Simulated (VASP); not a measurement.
SnTe:

```
Te Sn
1.0
     0.00000    3.61115    3.61115
     3.61115    0.00000    3.61115
     3.61115    3.61115    0.00000
Te Sn
1 1
Cartesian
  1.8056 1.8056 1.8056
  0.0000 0.0000 0.0000
```

```yaml
Program: VASP 6.6.1
Task: relaxation of cell and atoms
Functional: PBEsol
Potentials_or_basis: VASP PAW PBE potentials, release 64 (Te, Sn_d)
Cutoff: 600 eV
k_mesh: 7 × 7 × 7
Occupations: fermi-dirac, width 0.05 eV
Spin: no spin polarisation
```

At the start: pressure -1.4 GPa; volume 47.09 Å³/atom.

Q: How do energy, volume and symmetry change on relaxing?

A: Over 3 steps the energy falls by 11.7 meV/atom and the volume is 44.47 Å³/atom (-5.6 %); space group F-43m (No. 216, to 0.05 Å).

The path:
```
step  energy change (eV)  largest force (eV/Å)  pressure (GPa)  volume (Å³)
   1              0.0000                0.0000           -1.37        94.18
   2             -0.0234                0.0000            0.04        88.81
   3             -0.0234                0.0000            0.00        88.93
```

Final structure:
```xyz
2
Lattice="0.0000 3.5428 3.5428 3.5428 0.0000 3.5428 3.5428 3.5428 0.0000" Properties=species:S:1:pos:R:3 pbc="T T T"
Te    1.7714    1.7714    1.7714
Sn    0.0000    0.0000    0.0000
```

Caveat: the PAW data sets were made with another functional, which shifts forces and pressure a little.
